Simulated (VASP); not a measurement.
# BaTe (Pm-3m) in VASP: further runs

BaTe is run at these levels: r2SCAN; tasks: single point.

All numbers are computed with VASP 6.6.1; they aren't measurements. Logs are shortened: lines on timing, memory, paths and dates and some standing lists are left out, and cuts for length are marked.

### 1 The cell of the first run

Symmetry: Pm-3m, No. 221, cubic system. Conventional cell: a = 4.245 Å, b = 4.245 Å, c = 4.245 Å, α = 90.00°, β = 90.00°, γ = 90.00°. Ba (site symmetry m-3m) has 8 Te at 3.68 Å and 6 Ba at 4.24 Å within 4.8 Å. Te (site symmetry m-3m) has 8 Ba at 3.68 Å and 6 Te at 4.24 Å within 4.8 Å.

### 2 Single point, r2SCAN

File POSCAR:

```
BaTe
1.0
    4.2448181569      0.0000000000      0.0000000000
    0.0000000000      4.2448181569      0.0000000000
    0.0000000000      0.0000000000      4.2448181569
Ba Te
1 1
Direct
    0.0000000000      0.0000000000      0.0000000000
    0.5000000000      0.5000000000      0.5000000000
```

File INCAR.step1:

```
SYSTEM = BaTe
PREC = Accurate ; ENCUT = 520
ISMEAR = 0 ; SIGMA = 0.5
LREAL = .FALSE. ; LASPH = .TRUE.
NELM = 100 ; NBANDS = 15
GGA = PE ; ALGO = Normal
EDIFF = 1E-4 ; LWAVE = .TRUE.
LCHARG = .FALSE.
```

File INCAR.step2:

```
SYSTEM = BaTe
PREC = Accurate ; ENCUT = 520
EDIFF = 1E-6 ; ISMEAR = 0
SIGMA = 0.5 ; LREAL = .FALSE.
LASPH = .TRUE. ; NELM = 100
ALGO = Normal ; ISIF = 2
LWAVE = .FALSE. ; LCHARG = .FALSE.
METAGGA = R2SCAN ; LMIXTAU = .TRUE.
NBANDS = 15 ; ISTART = 1
```

File KPOINTS:

```
regular mesh
0
G
  4 4 4
  0 0 0
```

Potentials or basis: VASP PAW PBE potentials, release 64 (Ba_sv, Te).

Run with:

```sh
$ cat potpaw_PBE.64/Ba_sv/POTCAR potpaw_PBE.64/Te/POTCAR > POTCAR
$ cp INCAR.step1 INCAR
$ mpirun -np 1 vasp_std > vasp.out
$ cp INCAR.step2 INCAR
$ mpirun -np 1 vasp_std > vasp.out
```

OUTCAR:

```text
SYSTEM = BaTe
   PREC = Accurate
   ENCUT = 520
   EDIFF = 1E-6
   ISMEAR = 0
   LREAL = .FALSE.
   LASPH = .TRUE.
   NELM = 100
   ISIF = 2
   METAGGA = R2SCAN
   ISTART = 1

 ion  position               nearest neighbor table
   1  0.000  0.000  0.000-   2 3.68   2 3.68   2 3.68   2 3.68   2 3.68   2 3.68   2 3.68   2 3.68

   2  0.500  0.500  0.500-   1 3.68   1 3.68   1 3.68   1 3.68   1 3.68   1 3.68   1 3.68   1 3.68

  LATTYP: Found a simple cubic cell.
 ALAT       =     4.2448181569

  Lattice vectors:

 A1 = (   4.2448181569,   0.0000000000,   0.0000000000)
 A2 = (   0.0000000000,   4.2448181569,   0.0000000000)
 A3 = (   0.0000000000,   0.0000000000,   4.2448181569)

Analysis of symmetry for initial positions (statically):
=====================================================================
 Subroutine PRICEL returns:
 Original cell was already a primitive cell.

 Routine SETGRP: Setting up the symmetry group for a
 simple cubic supercell.

 Subroutine GETGRP returns: Found 48 space group operations
 (whereof 48 operations were pure point group operations)
 out of a pool of 48 trial point group operations.

The static configuration has the point symmetry O_h .

Analysis of symmetry for dynamics (positions and initial velocities):
=====================================================================
 Subroutine PRICEL returns:
 Original cell was already a primitive cell.

 Routine SETGRP: Setting up the symmetry group for a
 simple cubic supercell.

 Subroutine GETGRP returns: Found 48 space group operations
 (whereof 48 operations were pure point group operations)
 out of a pool of 48 trial point group operations.

The dynamic configuration has the point symmetry O_h .

 Subroutine INISYM returns: Found 48 space group operations
 (whereof 48 operations are pure point group operations),
 and found     1 'primitive' translations

----------------------------------------------------------------------------------------

                                     Primitive cell

  volume of cell :      76.4852

  direct lattice vectors                    reciprocal lattice vectors
     4.244818157  0.000000000  0.000000000     0.235581352  0.000000000  0.000000000
     0.000000000  4.244818157  0.000000000     0.000000000  0.235581352  0.000000000
     0.000000000  0.000000000  4.244818157     0.000000000  0.000000000  0.235581352

  length of vectors
     4.244818157  4.244818157  4.244818157     0.235581352  0.235581352  0.235581352

  position of ions in fractional coordinates (direct lattice)
     0.000000000  0.000000000  0.000000000
     0.500000000  0.500000000  0.500000000

  ion indices of the primitive-cell ions
   primitive index   ion index
                 1           1
                 2           2

----------------------------------------------------------------------------------------

 KPOINTS: regular mesh

Automatic generation of k-mesh.
 Grid dimensions read from file:
 generate k-points for:    4    4    4

 Generating k-lattice:

  Cartesian coordinates                     Fractional coordinates (reciprocal lattice)
     0.058895338  0.000000000  0.000000000     0.250000000  0.000000000  0.000000000
     0.000000000  0.058895338  0.000000000     0.000000000  0.250000000  0.000000000
     0.000000000  0.000000000  0.058895338     0.000000000  0.000000000  0.250000000

  Length of vectors
     0.058895338  0.058895338  0.058895338

  Shift w.r.t. Gamma in fractional coordinates (k-lattice)
     0.000000000  0.000000000  0.000000000

 Subroutine IBZKPT returns following result:
 ===========================================

 Found     10 irreducible k-points:

 Following reciprocal coordinates:
            Coordinates               Weight
  0.000000  0.000000  0.000000      1.000000
  0.250000  0.000000  0.000000      6.000000
  0.500000  0.000000  0.000000      3.000000
  0.250000  0.250000  0.000000     12.000000
  0.500000  0.250000  0.000000     12.000000
  0.500000  0.500000  0.000000      3.000000
  0.250000  0.250000  0.250000      8.000000
  0.500000  0.250000  0.250000     12.000000
  0.500000  0.500000  0.250000      6.000000
  0.500000  0.500000  0.500000      1.000000
   k-points           NKPTS =     10   k-points in BZ     NKDIM =     10   number of bands    NBANDS=     15
   number of dos      NEDOS =    301   number of ions     NIONS =      2
   total plane-waves  NPLWV =  32768
   dimension x,y,z NGX =    32 NGY =   32 NGZ =   32
   dimension x,y,z NGXF=    64 NGYF=   64 NGZF=   64
   ions per type =               1   1
   NGX,Y,Z   is equivalent  to a cutoff of  12.53, 12.53, 12.53 a.u.
   NGXF,Y,Z  is equivalent  to a cutoff of  25.07, 25.07, 25.07 a.u.
 SYSTEM =  BaTe
   PREC   = accura    normal or accurate (medium, high low for compatibility)
   ISTART =      1    job   : 0-new  1-cont  2-samecut
   ICHARG =      0    charge: 1-file 2-atom 10-const
   ISPIN  =      1    spin polarized calculation?
   LNONCOLLINEAR =      F non collinear calculations
   LSORBIT =      F    spin-orbit coupling
   LASPH  =      T    aspherical Exc in radial PAW
   ENCUT  =  520.0 eV  38.22 Ry    6.18 a.u.   7.89  7.89  7.89*2*pi/ulx,y,z
   NELM   =    100;   NELMIN=  2; NELMDL=  0     # of ELM steps
   EDIFF  = 0.1E-05   stopping-criterion for ELM
   LREAL  =      F    real-space projection
   EDIFFG = 0.1E-04   stopping-criterion for IOM
   NSW    =      0    number of steps for IOM
   IBRION =     -1    ionic relax: 0-MD 1-quasi-New 2-CG
   NFREE  =      0    steps in history (QN), initial steepest desc. (CG)
   ISIF   =      2    stress and relaxation
   ISYM   =      2    0-nonsym 1-usesym 2-fastsym
   POTIM  = 0.5000    time-step for ionic-motion
   TEBEG  =    0.0;   TEEND  =   0.0 temperature during run
   PSTRESS=    0.0 pullay stress
   NELECT =      16.0000    total number of electrons
   NUPDOWN=      -1.0000    fix difference up-down
   EMIN   =  10.00;   EMAX   =-10.00  energy-range for DOS
   EFERMI =   0.00;   METHOD = LEGACY
   ISMEAR =     0;   SIGMA  =   0.50  broadening in eV -4-tet -1-fermi 0-gaus
   EFERMI_NEDOS =   21; number of points for ismear=-14 and -15
   IALGO  =     38    algorithm
   IMIX   =      4    mixing-type and parameters
     AMIX     =   0.40;   BMIX     =  1.00
     AMIX_MAG =   1.60;   BMIX_MAG =  1.00
  volume/ion in A,a.u.               =      38.24       258.07
  Fermi-wavevector in a.u.,A,eV,Ry     =   0.971827  1.836487 12.849998  0.944448
  Thomas-Fermi vector in A             =   2.102076
   LORBIT       =      0    0 simple, 1 ext, 2 COOP (PROOUT), +10 PAW based schemes
   METAGGA = R2SCAN    functional components
   LHFCALC =     F    Hartree Fock is set to
   AEXX    =    0.0000 exact exchange contribution
   IVDW    =     0    specifies the selected vdW correction
   LEPSILON=     F    determine dielectric tensor
   LRPA    =     F    only Hartree local field effects (RPA)
 non-spin polarized calculation
 Gauss-broadening in eV      SIGMA  =   0.50
  energy-cutoff  :      520.00
  volume of cell :       76.49
 maximum number of plane-waves:      2103
 NGX is ok and might be reduce to    32
   NGX = 15   NGY = 15   NGZ = 15

 number of electron      15.9999999 magnetization

 Free energy of the ion-electron system (eV)
  ---------------------------------------------------
  ext. energy  EPLUGINS =         0.00000000
  ---------------------------------------------------
  free energy    TOTEN  =       -55.64701703 eV

  energy without entropy =      -55.63685316  energy(sigma->0) =      -55.64193509

 E-fermi :   4.3212     XC(G=0):  -9.2273

 val. band max:        3.7581562875   @ k =   0.5000   0.5000   0.0000
 cond. band min:       4.8527071006   @ k =   0.0000   0.0000   0.0000
 fundamental gap:      1.0945508132
 Fermi energy:         4.3212466059

 k-point     1 :       0.0000    0.0000    0.0000
  band No.  band energies     occupation
      1     -25.2446      2.00000
      2      -9.8573      2.00000
      3      -9.8573      2.00000
      4      -9.8573      2.00000
      5      -6.9547      2.00000
      6       3.3772      1.99242
      7       3.3772      1.99242
      8       3.3772      1.99242
      9       4.8527      0.13279
     10       4.8527      0.13279
     11       6.9692      0.00000
     12       8.7625      0.00000
     13       8.7625      0.00000
     14       8.7625      0.00000
     15      12.7549      0.00000

 k-point     2 :       0.2500    0.0000    0.0000
  band No.  band energies     occupation
      1     -25.2306      2.00000
      2     -10.1678      2.00000
      3      -9.8308      2.00000
      4      -9.8308      2.00000
      5      -6.5508      2.00000
      6       1.4878      2.00000
      7       3.1249      1.99928
      8       3.1249      1.99928
      9       5.1975      0.01320
     10       6.5261      0.00000
     11       8.6772      0.00000
     12       8.9638      0.00000
     13       9.0671      0.00000
     14       9.0671      0.00000
     15      10.4842      0.00000

 k-point     3 :       0.5000    0.0000    0.0000
  band No.  band energies     occupation
      1     -25.2165      2.00000
      2     -10.4326      2.00000
      3      -9.8040      2.00000
      4      -9.8040      2.00000
      5      -6.1454      2.00000
      6       0.3276      2.00000
      7       2.8810      1.99995
      8       2.8810      1.99995
      9       5.6875      0.00011
     10       9.0692      0.00000
     11       9.1484      0.00000
     12       9.2006      0.00000
     13       9.4288      0.00000
     14       9.8123      0.00000
     15       9.8123      0.00000
[... 91 lines left out ...]
 k-point     9 :       0.5000    0.5000    0.2500
  band No.  band energies     occupation
      1     -25.1777      2.00000
      2     -10.1718      2.00000
      3     -10.1718      2.00000
      4      -9.9518      2.00000
      5      -6.1568      2.00000
      6       1.1753      2.00000
      7       1.1753      2.00000
      8       1.9049      2.00000
      9       6.4842      0.00000
     10       7.8494      0.00000
     11       7.8494      0.00000
     12       9.1445      0.00000
     13      10.4890      0.00000
     14      11.2964      0.00000
     15      11.9826      0.00000

 k-point    10 :       0.5000    0.5000    0.5000
  band No.  band energies     occupation
      1     -25.1652      2.00000
      2     -10.1282      2.00000
      3     -10.1282      2.00000
      4     -10.1282      2.00000
      5      -5.9326      2.00000
      6       0.7712      2.00000
      7       0.7712      2.00000
      8       0.7712      2.00000
      9       9.0312      0.00000
     10       9.0312      0.00000
     11       9.0312      0.00000
     12      10.5669      0.00000
     13      10.5731      0.00000
     14      10.6200      0.00000
     15      10.6200      0.00000

------------------------ aborting loop because EDIFF is reached ----------------------------------------

  FORCE on cell =-STRESS in cart. coord.  units (eV):
  Direction    XX          YY          ZZ          XY          YZ          ZX
  --------------------------------------------------------------------------------------
  -------------------------------------------------------------------------------------
  Total        0.2515575      0.2515575      0.2515575      0.0000000      0.0000000      0.0000000
  in kB        5.2695136      5.2695136      5.2695136      0.0000000      0.0000000      0.0000000
  external PRESSURE =       5.2695136 kB  Pullay stress =       0.0000000 kB

 VOLUME and BASIS-vectors are now :
 -----------------------------------------------------------------------------
  energy-cutoff  :      520.00
  volume of cell :       76.49
      direct lattice vectors                 reciprocal lattice vectors
     4.244818157  0.000000000  0.000000000     0.235581352  0.000000000  0.000000000
     0.000000000  4.244818157  0.000000000     0.000000000  0.235581352  0.000000000
     0.000000000  0.000000000  4.244818157     0.000000000  0.000000000  0.235581352

 POSITION                                       TOTAL-FORCE (eV/Angst)
 -----------------------------------------------------------------------------------
      0.00000      0.00000      0.00000         0.000000      0.000000      0.000000
      2.12241      2.12241      2.12241         0.000000      0.000000      0.000000
 -----------------------------------------------------------------------------------
    total drift:                                0.000000      0.000000     -0.000000

  FREE ENERGIE OF THE ION-ELECTRON SYSTEM (eV)
  ---------------------------------------------------
  free  energy   TOTEN  =       -55.6470170302 eV

  energy  without entropy=      -55.6368531555  energy(sigma->0) =      -55.64193509
```

It took 1.8 min on 1 thread of Intel Xeon 8259CL, shared host; peak memory 0.19 GiB.

Results:

- Free energy: -55.6470 eV
- Pressure: 0.5 GPa
- Band gap on the k mesh: 1.09 eV, indirect (least direct gap 1.37 eV)

Levels at points of the mesh, in eV from the valence-band top:
```tsv
k point	band 4	band 5	band 6	band 7	band 8	band 9	band 10	band 11	band 12	band 13
(0.00, 0.00, 0.00)	-13.62	-10.71	-0.38	-0.38	-0.38	1.09	1.09	3.21	5.00	5.00
(0.50, 0.00, 0.00)	-13.56	-9.90	-3.43	-0.88	-0.88	1.93	5.31	5.39	5.44	5.67
(0.50, 0.50, 0.00)	-13.52	-10.11	-2.11	-2.11	0.00	1.37	3.05	3.31	3.31	6.66
(0.50, 0.50, 0.50)	-13.89	-9.69	-2.99	-2.99	-2.99	5.27	5.27	5.27	6.81	6.81
```

Caveat: the PAW data sets were made with another functional, which shifts forces and pressure a little; spin-orbit coupling is left out, which moves the levels of the heavy elements.

(Continued in part 2 of 2.)
